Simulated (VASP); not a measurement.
# GaSb (zinc blende type) (F-43m) in VASP: further runs, part 2 of 2

VASP 6.6.1.

## (3) Single point, HSE06

Input file POSCAR:

```
GaSb
1.0
    0.0000000000      3.0891268879      3.0891268879
    3.0891268879      0.0000000000      3.0891268879
    3.0891268879      3.0891268879      0.0000000000
Ga Sb
1 1
Direct
    0.0000000000      0.0000000000      0.0000000000
    0.2500000000      0.2500000000      0.2500000000
```

Input file INCAR.step1:

```
SYSTEM = GaSb
PREC = Accurate
ENCUT = 520
EDIFF = 1E-5
ISMEAR = -1
SIGMA = 0.1
LREAL = .False.
LASPH = .True.
NELM = 80
ALGO = Normal
ISIF = 2
LWAVE = .True.
LCHARG = .False.
NBANDS = 16
GGA = PE
```

Input file INCAR.step2:

```
SYSTEM = GaSb
PREC = Accurate
ENCUT = 520
EDIFF = 1E-6
ISMEAR = -1
SIGMA = 0.1
LREAL = .False.
LASPH = .True.
NELM = 80
ALGO = Normal
ISIF = 2
LWAVE = .False.
LCHARG = .False.
GGA = PE
LHFCALC = .True.
HFSCREEN = 0.2079
PRECFOCK = Normal
NBANDS = 16
ISTART = 1
```

Input file KPOINTS:

```
regular mesh
0
Gamma
  4 4 4
  0 0 0
```

Potentials or basis: VASP PAW PBE potentials, release 64 (Ga_d, Sb).

The run is started by

```sh
$ cat potpaw_PBE.64/Ga_d/POTCAR potpaw_PBE.64/Sb/POTCAR > POTCAR
$ cp INCAR.step1 INCAR
$ mpirun -np 1 vasp_std > vasp.out
$ cp INCAR.step2 INCAR
$ mpirun -np 1 vasp_std > vasp.out
```

OUTCAR:

```text
SYSTEM = GaSb
   PREC = Accurate
   ENCUT = 520
   EDIFF = 1E-6
   ISMEAR = -1
   LREAL = .False.
   LASPH = .True.
   NELM = 80
   ISIF = 2
   GGA = PE
   LHFCALC = .True.
   HFSCREEN = 0.2079
   PRECFOCK = Normal
   ISTART = 1

 ion  position               nearest neighbor table
   1  0.000  0.000  0.000-   2 2.68   2 2.68   2 2.68   2 2.68
   2  0.250  0.250  0.250-   1 2.68   1 2.68   1 2.68   1 2.68

  LATTYP: Found a face centered cubic cell.
 ALAT       =     6.1782537758

  Lattice vectors:

 A1 = (   0.0000000000,   3.0891268879,   3.0891268879)
 A2 = (   3.0891268879,   0.0000000000,   3.0891268879)
 A3 = (   3.0891268879,   3.0891268879,   0.0000000000)

Analysis of symmetry for initial positions (statically):
=====================================================================
 Subroutine PRICEL returns:
 Original cell was already a primitive cell.

 Routine SETGRP: Setting up the symmetry group for a
 face centered cubic supercell.

 Subroutine GETGRP returns: Found 24 space group operations
 (whereof 24 operations were pure point group operations)
 out of a pool of 48 trial point group operations.

The static configuration has the point symmetry T_d .

Analysis of symmetry for dynamics (positions and initial velocities):
=====================================================================
 Subroutine PRICEL returns:
 Original cell was already a primitive cell.

 Routine SETGRP: Setting up the symmetry group for a
 face centered cubic supercell.

 Subroutine GETGRP returns: Found 24 space group operations
 (whereof 24 operations were pure point group operations)
 out of a pool of 48 trial point group operations.

The dynamic configuration has the point symmetry T_d .

 Subroutine INISYM returns: Found 24 space group operations
 (whereof 24 operations are pure point group operations),
 and found     1 'primitive' translations

[... 103 lines left out ...]
   LHFCALC =     T    Hartree Fock is set to
   PRECFOCK=normal    Normal, Fast or Accurate (Low or Medium for compatibility)
   ENCUT4O =  -1.0   cutoff for four orbital integrals eV
   NKREDX  =     1    reduce k-point grid by
   NKREDY  =     1    reduce k-point grid by
   NKREDZ  =     1    reduce k-point grid by
   AEXX    =    0.2500 exact exchange contribution
   HFSCREEN=    0.2079 screening length (either q_TF or 0.3 A-1)
   HFSCREENC=   0.2079 screening length for correlation (either q_TF or 0.3 A-1)
   ENCUTFOCK=  -1.0 apply spherical cutoff to Coloumb kernel
   IVDW    =     0    specifies the selected vdW correction
   LEPSILON=     F    determine dielectric tensor
   LRPA    =     F    only Hartree local field effects (RPA)
 non-spin polarized calculation
  energy-cutoff  :      520.00
  volume of cell :       58.96
 maximum number of plane-waves:      1604
  NGX = 28; NGY = 28; NGZ = 28

 number of electron      18.0000005 magnetization

 Free energy of the ion-electron system (eV)
  ---------------------------------------------------
  ext. energy  EPLUGINS =         0.00000000
  ---------------------------------------------------
  free energy    TOTEN  =        -8.77653302 eV

  energy without entropy =       -8.77466620  energy(sigma->0) =       -8.77559961

 E-fermi :   4.5670     XC(G=0):  -7.4598

 val. band max:        4.1876440174   @ k =   0.0000   0.0000   0.0000
 cond. band min:       4.8425561322   @ k =   0.0000   0.0000   0.0000
 fundamental gap:      0.6549121147
 Fermi energy:         4.5669983376

 k-point     1 :       0.0000    0.0000    0.0000
  band No.  band energies     occupation
      1     -13.4397      2.00000
      2     -13.4397      2.00000
      3     -13.4397      2.00000
      4     -13.3923      2.00000
      5     -13.3923      2.00000
      6      -8.1282      2.00000
[... 129 lines left out ...]
      3     -13.4208      2.00000
      4     -13.3970      2.00000
      5     -13.3919      2.00000
      6      -5.4778      2.00000
[... 8 lines left out ...]
     15      15.1546      0.00000
     16      16.5424      0.00000

------------------------ aborting loop because EDIFF is reached ----------------------------------------

  FORCE on cell =-STRESS in cart. coord.  units (eV):
  Direction    XX          YY          ZZ          XY          YZ          ZX
  --------------------------------------------------------------------------------------
  -------------------------------------------------------------------------------------
  Total       -0.4413750     -0.4413750     -0.4413750     -0.0000000      0.0000000      0.0000000
  in kB      -11.9944696    -11.9944696    -11.9944696     -0.0000000      0.0000000      0.0000000
  external PRESSURE =     -11.9944696 kB  Pullay stress =       0.0000000 kB

 VOLUME and BASIS-vectors are now :
 -----------------------------------------------------------------------------
  energy-cutoff  :      520.00
  volume of cell :       58.96
      direct lattice vectors                 reciprocal lattice vectors
     0.000000000  3.089126888  3.089126888    -0.161858032  0.161858032  0.161858032
     3.089126888  0.000000000  3.089126888     0.161858032 -0.161858032  0.161858032
     3.089126888  3.089126888  0.000000000     0.161858032  0.161858032 -0.161858032

 POSITION                                       TOTAL-FORCE (eV/Angst)
 -----------------------------------------------------------------------------------
      0.00000      0.00000      0.00000        -0.000000     -0.000000      0.000000
      1.54456      1.54456      1.54456         0.000000      0.000000     -0.000000
 -----------------------------------------------------------------------------------
    total drift:                                0.000005     -0.000033      0.000003

  FREE ENERGIE OF THE ION-ELECTRON SYSTEM (eV)
  ---------------------------------------------------
  free  energy   TOTEN  =        -8.7765330228 eV

  energy  without entropy=       -8.7746661950  energy(sigma->0) =       -8.77559961
```

OSZICAR.step1:

```text
N       E                     dE             d eps       ncg     rms          rms(c)
DAV:   1     0.832543302278E+02    0.83254E+02   -0.85450E+03   256   0.139E+03
DAV:   2    -0.757528641354E+00   -0.84012E+02   -0.80842E+02   304   0.302E+02
DAV:   3    -0.711506167684E+01   -0.63575E+01   -0.63352E+01   320   0.645E+01
DAV:   4    -0.724215417317E+01   -0.12709E+00   -0.12706E+00   320   0.981E+00
DAV:   5    -0.724516946310E+01   -0.30153E-02   -0.30152E-02   360   0.138E+00    0.312E+00
DAV:   6    -0.719712017460E+01    0.48049E-01   -0.70325E-02   376   0.393E+00    0.187E+00
DAV:   7    -0.718424361256E+01    0.12877E-01   -0.42236E-02   304   0.153E+00    0.386E-01
DAV:   8    -0.718575224082E+01   -0.15086E-02   -0.49591E-03   328   0.751E-01    0.885E-02
DAV:   9    -0.718640743710E+01   -0.65520E-03   -0.83979E-04   264   0.226E-01    0.337E-02
DAV:  10    -0.718647614191E+01   -0.68705E-04   -0.73907E-05   344   0.494E-02    0.110E-02
DAV:  11    -0.718649478212E+01   -0.18640E-04   -0.27217E-05   256   0.374E-02    0.714E-03
DAV:  12    -0.718649616962E+01   -0.13875E-05   -0.22844E-06   272   0.873E-03
   1 F= -.71864962E+01 E0= -.71813088E+01  d E =-.103747E-01
```

It took 12 min on 1 thread of Intel Xeon Platinum 8488C (Sapphire Rapids), shared host; peak memory 0.3 GiB.

What came out:

```
Free energy            : -8.7765 eV
Pressure               : -1.2 GPa
Band gap on the k mesh : 0.66 eV
```

Caveat: the k points lie up to 0.44 Å⁻¹ apart; the PAW data sets were made with another functional, which shifts forces and pressure a little; spin-orbit coupling is left out, which moves the levels of the heavy elements. A k mesh can miss the band edges.
